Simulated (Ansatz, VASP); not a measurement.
# Two plane-wave programs on C

File INCAR:

```
PREC = Accurate
ENCUT = 520
EDIFF = 1E-7
ISMEAR = -1
SIGMA = 0.05
LREAL = F
LASPH = T
NELM = 100
ALGO = Normal
ISIF = 2
LWAVE = F
LCHARG = F
GGA = PS
NBANDS = 16
```

The input KPOINTS:

```
Automatic mesh
0
Gamma
  14 14 4
```

The input POSCAR:

```
C
1.0
    2.3915431347      0.0000000000      0.0000000000
   -1.1957715673      2.0711371089      0.0000000000
    0.0000000000      0.0000000000      6.9794561820
C
4
Direct
    1.0000000000      1.0000000000      0.2500000000
    0.0000000000      0.0000000000      0.7500000000
    0.3333333333      0.6666666667      0.2500000000
    0.6666666667      0.3333333333      0.7500000000
```

Input for Ansatz:

```yaml
crystal:
  lattice:
    - [2.3915431888, 0.0, 0.0]
    - [-1.1957715944, 2.0711371557, 0.0]
    - [0.0, 0.0, 6.9794585286]
  atoms:
    - { symbol: C, position: [0.0, 0.0, 0.25] }
    - { symbol: C, position: [1.0, 1.0, 0.75] }
    - { symbol: C, position: [0.3333333333, 0.6666666667, 0.25] }
    - { symbol: C, position: [0.6666666667, 0.3333333333, 0.75] }
hamiltonian:
  xc: pbesol
  pseudopotentials:
    kind: paw
    azcp:
      C: "pseudopotentials/C.paw.azcp"
basis:
  ecutwfc: 420
  fft_grid_basis: typed
kpoints:
  mp_grid: { grid: [14, 14, 4], shift: [0, 0, 0] }
magnetization:
  spin_polarized: false
scf:
  occupations: { method: fermi_dirac, width: 0.05 }
output:
  stress: true
```

Alike in both runs: task single point; functional PBEsol; k mesh 14 × 14 × 4; occupations fermi-dirac, width 0.05 eV; no spin polarisation.

|  | VASP | Ansatz |
| --- | --- | --- |
| version | VASP 6.6.1 | Ansatz 0.2.0 |
| potentials or method | VASP PAW PBE potentials, release 64 (C), cutoff 520 eV | plane waves (420 eV) with PAW, scalar-relativistic |
| valence electrons in the cell | 16 | 16 |

Ansatz gave:

| Quantity | Value |
| --- | --- |
| pressure (GPa) | 25.4 |
| traceless stress, the component that is largest in VASP (GPa) | -24.98 |

Problem. What did VASP give for the same quantities?

Solution. Pressure (GPa): 26.1; traceless stress, the component that is largest in VASP (GPa): -25.78.

VASP's potentials were made for PBE, not for PBEsol, and Ansatz warns of the same on its side.
